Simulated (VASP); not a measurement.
# AlNi (P4mm) in VASP: a series of runs

AlNi is run at these levels: PBEsol; tasks: single point.

Everything below comes from runs of VASP 6.6.1. Logs are shortened: lines on timing, memory, paths and dates and some standing lists are left out, and cuts for length are marked.

**1. The cell of the first run**

It takes space group P4mm (No. 99, tetragonal). The conventional cell has a = 2.862 Å, b = 2.862 Å, c = 9.086 Å, α = 90.00°, β = 90.00°, γ = 90.00°. Al (site symmetry 4mm) has 8 Ni at 2.48 Å and 6 Al at 2.86 to 3.36 Å within 3.4 Å. Al (site symmetry 4mm) has 8 Ni at 2.48 Å and 6 Al at 2.86 Å within 3.3 Å. Al (site symmetry 4mm) has 8 Ni at 2.48 to 2.80 Å and 6 Al at 2.86 to 3.36 Å within 3.4 Å. Ni (site symmetry 4mm) has 8 Al at 2.48 to 2.80 Å and 6 Ni at 2.86 to 3.36 Å within 3.4 Å. Ni (site symmetry 4mm) has 8 Al at 2.48 Å and 6 Ni at 2.86 Å within 3.3 Å. Within 3.4 Å of Ni (site symmetry 4mm) lie 8 Al at 2.48 Å and 6 Ni at 2.86 to 3.36 Å.

**2. Single point, PBEsol (the distance across one plane changed)**

Contents of INCAR:

```
SYSTEM = AlNi
PREC     = Accurate       ! precision mode
ENCUT    = 520            ! plane-wave cutoff, eV
EDIFF    = 1E-6           ! SCF threshold, eV
ISMEAR   = 0              ! smearing method
SIGMA    = 0.15           ! smearing width, eV
LREAL    = .FALSE.        ! projectors in reciprocal space
LASPH    = .TRUE.         ! aspherical terms in the spheres
NELM     = 80             ! most SCF steps
ALGO     = Fast           ! electronic algorithm
ISIF     = 2              ! what is computed and relaxed
LWAVE    = .FALSE.        ! write WAVECAR
LCHARG   = .FALSE.        ! write CHGCAR
GGA      = PS             ! functional
NBANDS   = 28             ! bands
```

Contents of KPOINTS:

```
Automatic mesh
0
G
  20 20 7
  0 0 0
```

Contents of POSCAR:

```
AlNi
1.0
    0.0000000000     -2.8621655562      0.0000000000
    0.0000000000      0.0000000000     -2.8621655562
    9.0864966686      0.0000000000      0.0000000000
Al Ni
3 3
Direct
    1.0000000000      0.0000000000      0.2362275734
    1.0000000000      0.0000000000      0.5512186707
    1.0000000000      0.0000000000      0.8662097680
    0.5000000000      0.5000000000      0.0787320248
    0.5000000000      0.5000000000      0.3937231221
    0.5000000000      0.5000000000      0.7087142194
```

Potentials or basis: VASP PAW PBE potentials, release 64 (Al, Ni).

Command:

```
> cat potpaw_PBE.64/Al/POTCAR potpaw_PBE.64/Ni/POTCAR > POTCAR
> mpirun -np 1 vasp_std > vasp.out
```

OUTCAR:

```text
SYSTEM = AlNi
   PREC = Accurate
   ENCUT = 520
   EDIFF = 1E-6
   ISMEAR = 0
   LREAL = .FALSE.
   LASPH = .TRUE.
   NELM = 80
   ISIF = 2
   GGA = PS

 ion  position               nearest neighbor table
   1  0.000  0.000  0.236-   4 2.48   4 2.48   4 2.48   4 2.48   5 2.48   5 2.48   5 2.48   5 2.48
                             2 2.86   3 3.36
   2  0.000  0.000  0.551-   5 2.48   5 2.48   5 2.48   5 2.48   6 2.48   6 2.48   6 2.48   6 2.48
                             3 2.86   1 2.86
   3  0.000  0.000  0.866-   6 2.48   6 2.48   6 2.48   6 2.48   4 2.80   4 2.80   4 2.80   4 2.80
                             2 2.86   1 3.36
   4  0.500  0.500  0.079-   1 2.48   1 2.48   1 2.48   1 2.48   3 2.80   3 2.80   3 2.80   3 2.80
                             5 2.86
   5  0.500  0.500  0.394-   2 2.48   2 2.48   2 2.48   2 2.48   1 2.48   1 2.48   1 2.48   1 2.48
                             4 2.86   6 2.86
   6  0.500  0.500  0.709-   3 2.48   3 2.48   3 2.48   3 2.48   2 2.48   2 2.48   2 2.48   2 2.48
                             5 2.86

  LATTYP: Found a simple tetragonal cell.
 ALAT       =     2.8621655562
 C/A-ratio  =     3.1746928995

  Lattice vectors:

 A1 = (   0.0000000000,  -2.8621655562,   0.0000000000)
 A2 = (   0.0000000000,   0.0000000000,  -2.8621655562)
 A3 = (   9.0864966686,   0.0000000000,   0.0000000000)

Analysis of symmetry for initial positions (statically):
=====================================================================
 Subroutine PRICEL returns:
 Original cell was already a primitive cell.

 Routine SETGRP: Setting up the symmetry group for a
 simple tetragonal supercell.

 Subroutine GETGRP returns: Found  8 space group operations
 (whereof  8 operations were pure point group operations)
 out of a pool of 16 trial point group operations.

The static configuration has the point symmetry C_4v.

Analysis of symmetry for dynamics (positions and initial velocities):
=====================================================================
 Subroutine PRICEL returns:
 Original cell was already a primitive cell.

 Routine SETGRP: Setting up the symmetry group for a
 simple tetragonal supercell.

 Subroutine GETGRP returns: Found  8 space group operations
 (whereof  8 operations were pure point group operations)
 out of a pool of 16 trial point group operations.

The dynamic configuration has the point symmetry C_4v.

 Subroutine INISYM returns: Found  8 space group operations
 (whereof  8 operations are pure point group operations),
 and found     1 'primitive' translations

----------------------------------------------------------------------------------------

                                     Primitive cell

  volume of cell :      74.4365

  direct lattice vectors                    reciprocal lattice vectors
     0.000000000 -2.862165556  0.000000000     0.000000000 -0.349385799  0.000000000
     0.000000000  0.000000000 -2.862165556     0.000000000  0.000000000 -0.349385799
     9.086496669  0.000000000  0.000000000     0.110053416  0.000000000  0.000000000

  length of vectors
     2.862165556  2.862165556  9.086496669     0.349385799  0.349385799  0.110053416

  position of ions in fractional coordinates (direct lattice)
     0.000000000  0.000000000  0.236227573
     0.000000000  0.000000000  0.551218671
     0.000000000  0.000000000  0.866209768
     0.500000000  0.500000000  0.078732025
     0.500000000  0.500000000  0.393723122
     0.500000000  0.500000000  0.708714219

  ion indices of the primitive-cell ions
   primitive index   ion index
                 1           1
                 2           2
                 3           3
                 4           4
                 5           5
                 6           6

----------------------------------------------------------------------------------------

 KPOINTS: Automatic mesh

Automatic generation of k-mesh.
 Grid dimensions read from file:
 generate k-points for:   20   20    7

 Generating k-lattice:

  Cartesian coordinates                     Fractional coordinates (reciprocal lattice)
     0.000000000 -0.017469290  0.000000000     0.050000000  0.000000000  0.000000000
     0.000000000  0.000000000 -0.017469290     0.000000000  0.050000000  0.000000000
     0.015721917  0.000000000  0.000000000     0.000000000  0.000000000  0.142857143

  Length of vectors
     0.017469290  0.017469290  0.015721917

  Shift w.r.t. Gamma in fractional coordinates (k-lattice)
     0.000000000  0.000000000  0.000000000

 Subroutine IBZKPT returns following result:
 ===========================================

 Found    264 irreducible k-points:

 Following reciprocal coordinates:
            Coordinates               Weight
  0.000000  0.000000  0.000000      1.000000
  0.050000  0.000000  0.000000      4.000000
  0.100000  0.000000  0.000000      4.000000
  0.150000  0.000000  0.000000      4.000000
  0.200000  0.000000  0.000000      4.000000
  0.250000  0.000000  0.000000      4.000000
[... 16 lines left out ...]
  0.150000  0.100000  0.000000      8.000000
  0.200000  0.100000  0.000000      8.000000
 [... further k-points ...]
   k-points           NKPTS =    264   k-points in BZ     NKDIM =    264   number of bands    NBANDS=     28
   number of dos      NEDOS =    301   number of ions     NIONS =      6
   total plane-waves  NPLWV =  40320
   dimension x,y,z NGX =    24 NGY =   24 NGZ =   70
   dimension x,y,z NGXF=    48 NGYF=   48 NGZF=  140
   ions per type =               3   3
   NGX,Y,Z   is equivalent  to a cutoff of  13.94, 13.94, 12.81 a.u.
   NGXF,Y,Z  is equivalent  to a cutoff of  27.88, 27.88, 25.61 a.u.
 SYSTEM =  AlNi
   PREC   = accura    normal or accurate (medium, high low for compatibility)
   ISTART =      0    job   : 0-new  1-cont  2-samecut
   ICHARG =      2    charge: 1-file 2-atom 10-const
   ISPIN  =      1    spin polarized calculation?
   LNONCOLLINEAR =      F non collinear calculations
   LSORBIT =      F    spin-orbit coupling
   LASPH  =      T    aspherical Exc in radial PAW
   ENCUT  =  520.0 eV  38.22 Ry    6.18 a.u.   5.32  5.32 16.89*2*pi/ulx,y,z
   NELM   =     80;   NELMIN=  2; NELMDL= -5     # of ELM steps
   EDIFF  = 0.1E-05   stopping-criterion for ELM
   LREAL  =      F    real-space projection
   EDIFFG = 0.1E-04   stopping-criterion for IOM
   NSW    =      0    number of steps for IOM
   IBRION =     -1    ionic relax: 0-MD 1-quasi-New 2-CG
   NFREE  =      0    steps in history (QN), initial steepest desc. (CG)
   ISIF   =      2    stress and relaxation
   ISYM   =      2    0-nonsym 1-usesym 2-fastsym
   POTIM  = 0.5000    time-step for ionic-motion
   TEBEG  =    0.0;   TEEND  =   0.0 temperature during run
   PSTRESS=    0.0 pullay stress
   NELECT =      39.0000    total number of electrons
   NUPDOWN=      -1.0000    fix difference up-down
   EMIN   =  10.00;   EMAX   =-10.00  energy-range for DOS
   EFERMI =   0.00;   METHOD = LEGACY
   ISMEAR =     0;   SIGMA  =   0.15  broadening in eV -4-tet -1-fermi 0-gaus
   EFERMI_NEDOS =   21; number of points for ismear=-14 and -15
   IALGO  =     68    algorithm
   IMIX   =      4    mixing-type and parameters
     AMIX     =   0.40;   BMIX     =  1.00
     AMIX_MAG =   1.60;   BMIX_MAG =  1.00
  volume/ion in A,a.u.               =      12.41        83.72
  Fermi-wavevector in a.u.,A,eV,Ry     =   1.319778  2.494020 23.698835  1.741815
  Thomas-Fermi vector in A             =   2.449652
   LORBIT       =      0    0 simple, 1 ext, 2 COOP (PROOUT), +10 PAW based schemes
   GGA     = PS    functional components
   LHFCALC =     F    Hartree Fock is set to
   AEXX    =    0.0000 exact exchange contribution
   IVDW    =     0    specifies the selected vdW correction
   LEPSILON=     F    determine dielectric tensor
   LRPA    =     F    only Hartree local field effects (RPA)
 non-spin polarized calculation
 RMM-DIIS sequential band-by-band and
 Gauss-broadening in eV      SIGMA  =   0.15
  energy-cutoff  :      520.00
  volume of cell :       74.44
 maximum number of plane-waves:      2035
 NGX is ok and might be reduce to    24
   NGX = 11   NGY = 11   NGZ = 33

 number of electron      39.0000026 magnetization

 Free energy of the ion-electron system (eV)
  ---------------------------------------------------
  ext. energy  EPLUGINS =         0.00000000
  ---------------------------------------------------
  free energy    TOTEN  =       -34.33725539 eV

  energy without entropy =      -34.30927541  energy(sigma->0) =      -34.32326540

 E-fermi :   9.4177     XC(G=0): -11.9728

 val. band max:        9.4122879165   @ k =   0.4000   0.3000   0.4286
 cond. band min:       9.4196970413   @ k =   0.0500   0.0000   0.1429
 fundamental gap:      0.0074091248
 Fermi energy:         9.4177267414

 k-point     1 :       0.0000    0.0000    0.0000
  band No.  band energies     occupation
      1      -1.5840      2.00000
      2       0.0761      2.00000
      3       0.6925      2.00000
      4       4.6710      2.00000
      5       5.0666      2.00000
      6       6.1616      2.00000
[... 20 lines left out ...]
     27      17.6594      0.00000
     28      17.7751      0.00000

 k-point     2 :       0.0500    0.0000    0.0000
  band No.  band energies     occupation
      1      -1.5375      2.00000
      2       0.1202      2.00000
      3       0.7351      2.00000
      4       4.7024      2.00000
      5       5.0906      2.00000
      6       6.1631      2.00000
[... 20 lines left out ...]
     27      17.2787      0.00000
     28      18.1008      0.00000

 k-point     3 :       0.1000    0.0000    0.0000
  band No.  band energies     occupation
      1      -1.3980      2.00000
      2       0.2520      2.00000
      3       0.8624      2.00000
      4       4.7950      2.00000
      5       5.1602      2.00000
      6       6.1608      2.00000
[... 616 lines left out ...]
      3       1.2393      2.00000
      4       5.0594      2.00000
      5       5.3580      2.00000
      6       6.1709      2.00000
[... 20 lines left out ...]
     27      16.4987      0.00000
     28      17.5207      0.00000

 k-point    24 :       0.2000    0.1000    0.0000
  band No.  band energies     occupation
      1      -0.6640      2.00000
      2       0.9409      2.00000
      3       1.5263      2.00000
      4       5.2474      2.00000
      5       5.4872      2.00000
      6       6.1038      2.00000
[... 20 lines left out ...]
     27      16.6720      0.00000
     28      17.6181      0.00000

 [... further k-points ...]

------------------------ aborting loop because EDIFF is reached ----------------------------------------

  FORCE on cell =-STRESS in cart. coord.  units (eV):
  Direction    XX          YY          ZZ          XY          YZ          ZX
  --------------------------------------------------------------------------------------
  -------------------------------------------------------------------------------------
  Total       -3.5622685     -2.2704669     -2.2704669      0.0000000      0.0000000      0.0000000
  in kB      -76.6745541    -48.8697116    -48.8697116      0.0000000      0.0000000      0.0000000
  external PRESSURE =     -58.1379925 kB  Pullay stress =       0.0000000 kB

 VOLUME and BASIS-vectors are now :
 -----------------------------------------------------------------------------
  energy-cutoff  :      520.00
  volume of cell :       74.44
      direct lattice vectors                 reciprocal lattice vectors
     0.000000000 -2.862165556  0.000000000     0.000000000 -0.349385799  0.000000000
     0.000000000  0.000000000 -2.862165556     0.000000000  0.000000000 -0.349385799
     9.086496669  0.000000000  0.000000000     0.110053416  0.000000000  0.000000000

 POSITION                                       TOTAL-FORCE (eV/Angst)
 -----------------------------------------------------------------------------------
      2.14648      0.00000      0.00000        -0.556624     -0.000000      0.000000
      5.00865      0.00000      0.00000        -0.005162     -0.000000      0.000000
      7.87081      0.00000      0.00000         1.336784     -0.000000      0.000000
      0.71540     -1.43108     -1.43108        -0.829288     -0.000000      0.000000
      3.57756     -1.43108     -1.43108         0.024477     -0.000000     -0.000000
      6.43973     -1.43108     -1.43108         0.029813      0.000000      0.000000
 -----------------------------------------------------------------------------------
    total drift:                               -0.001474     -0.000000      0.000000

  FREE ENERGIE OF THE ION-ELECTRON SYSTEM (eV)
  ---------------------------------------------------
  free  energy   TOTEN  =       -34.3372553911 eV

  energy  without entropy=      -34.3092754113  energy(sigma->0) =      -34.32326540
```

Wall time 7.2 min (1 thread of AMD EPYC 9R45 (Zen 5), shared host); peak memory 0.5 GiB.

Results:

```
Free energy            : -34.3373 eV
Pressure               : -5.8 GPa
Largest force          : 1.337 eV/Å
Band gap on the k mesh : zero (an odd number of electrons rules out a gap without spin polarisation)
```

Forces on the atoms (eV/Å):
```
Al  -0.557  0.000  0.000
Al  -0.005  0.000  0.000
Al   1.337  0.000  0.000
Ni  -0.829  0.000  0.000
Ni   0.024  0.000  0.000
Ni   0.030  0.000  0.000
```

Caveat: the cell differs from its parent crystal (the distance across one plane changed); the cell stands under tension; the PAW data sets were made with another functional, which shifts forces and pressure a little. Spin polarisation is off, so any magnetic state and its effect on volume and gap are missing.

**3. Single point, PBEsol (the distance across one plane changed)**

Contents of INCAR:

```
  PREC = Accurate
  ENCUT = 520
  EDIFF = 1E-6
  ISMEAR = 0
  SIGMA = 0.15
  LREAL = F
  LASPH = T
  NELM = 80
  ALGO = Fast
  ISIF = 2
  LWAVE = F
  LCHARG = T
  GGA = PS
  LELF = T
  LVHAR = T
  NBANDS = 28
```

Contents of KPOINTS:

```
regular mesh
0
Gamma
  20 20 7
```

Contents of POSCAR:

```
AlNi
1.0
    0.0000000000     -2.8621655562      0.0000000000
    0.0000000000      0.0000000000     -2.8621655562
    9.3364966686      0.0000000000      0.0000000000
Al Ni
3 3
Direct
    1.0000000000      0.0000000000      0.2299021930
    1.0000000000      0.0000000000      0.5364588874
    1.0000000000      0.0000000000      0.8430155818
    0.5000000000      0.5000000000      0.0766238458
    0.5000000000      0.5000000000      0.3831805402
    0.5000000000      0.5000000000      0.6897372346
```

Potentials or basis: VASP PAW PBE potentials, release 64 (Al, Ni).

Command:

```
> cat potpaw_PBE.64/Al/POTCAR potpaw_PBE.64/Ni/POTCAR > POTCAR
> mpirun -np 1 vasp_std > vasp.out
```

Wall time 8.5 min (1 thread of AMD EPYC 9R45 (Zen 5), shared host); peak memory 0.51 GiB.

Results (log left out):

```
Free energy            : -33.9747 eV
Pressure               : -6.8 GPa
Largest force          : 1.404 eV/Å
Band gap on the k mesh : zero (an odd number of electrons rules out a gap without spin polarisation)
```

Forces on the atoms (eV/Å):
```
Al  -0.670  0.000  0.000
Al  -0.037  0.000  0.000
Al   1.404  0.000  0.000
Ni  -0.839  0.000  0.000
Ni   0.068  0.000  0.000
Ni   0.073  0.000  0.000
```

Stress tensor (GPa, compression positive):
```
-8.95  0.00  0.00
 0.00 -5.74  0.00
 0.00  0.00 -5.74
```

Levels at points of the mesh, in eV from the Fermi level:
| k point | band 16 | band 17 | band 18 | band 19 | band 20 | band 21 | band 22 | band 23 |
| --- | --- | --- | --- | --- | --- | --- | --- | --- |
| (0.00, 0.00, 0.00) | -1.27 | -1.27 | -1.14 | -0.88 | -0.23 | 4.01 | 5.95 | 5.95 |
| (0.50, 0.00, 0.00) | -1.73 | -1.44 | -1.16 | -0.83 | -0.76 | -0.35 | 2.07 | 2.18 |
| (0.50, 0.50, 0.00) | -1.05 | -0.50 | 0.25 | 0.25 | 1.20 | 1.20 | 1.55 | 1.82 |

Caveat: the cell differs from its parent crystal (the distance across one plane changed); the cell stands under tension; the PAW data sets were made with another functional, which shifts forces and pressure a little. Spin polarisation is off, so any magnetic state and its effect on volume and gap are missing.
